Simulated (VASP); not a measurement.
## Ba3SbS2: single point with PBE

Crystal: Ba3SbS2.

```xyz
6
Lattice="2.2516 1.3000 12.3762 -2.2516 1.3000 12.3762 0.0000 -2.5999 12.3762" Properties=species:S:1:pos:R:3 pbc="T T T"
Ba    0.0000    0.0000   27.1866
Ba    0.0000    0.0000    9.9422
Ba    0.0000    0.0000   18.5644
Sb    0.0000    0.0000    0.0000
S     0.0000    0.0000    4.3211
S     0.0000    0.0000   32.8077
```

The cell was built from a structure type or drawn by symmetry, and may not be a known phase.

| Item | Value |
| --- | --- |
| Program | VASP 6.6.1 |
| Task | single point |
| Functional | PBE |
| Potentials or basis | VASP PAW PBE potentials, release 64 (Ba_sv, Sb, S) |
| Cutoff | 520 eV |
| k mesh | 3 × 3 × 3 |
| Occupations | gaussian, width 0.1 eV |
| Spin | no spin polarisation |

```
Pressure               : 0.5 GPa
Largest force          : 0.007 eV/Å
Band gap on the k mesh : zero (an odd number of electrons rules out a gap without spin polarisation)
```

Forces on the atoms (eV/Å):
```
Ba   0.000  0.000 -0.004
Ba   0.000  0.000  0.004
Ba   0.000  0.000  0.000
Sb   0.000  0.000  0.000
S    0.000  0.000 -0.007
S    0.000  0.000  0.007
```

Stress tensor (GPa, compression positive):
```
0.46 0.00 0.00
0.00 0.46 0.00
0.00 0.00 0.66
```

Levels at points of the mesh, in eV from the Fermi level:
```csv
k point,band 21,band 22,band 23,band 24,band 25,band 26,band 27,band 28
"(0.00, 0.00, 0.00)",-2.03,-0.80,0.36,0.36,1.36,2.06,2.29,2.29
```

Wall time 19 min on 1 thread of Oxide Virtual Turin-like Processor, on a shared host, peak memory 1.4 GiB.

Caveat: the k points lie up to 0.54 Å⁻¹ apart, too coarse for converged energies and pressures of a metal; spin-orbit coupling is left out, which moves the levels of the heavy elements.
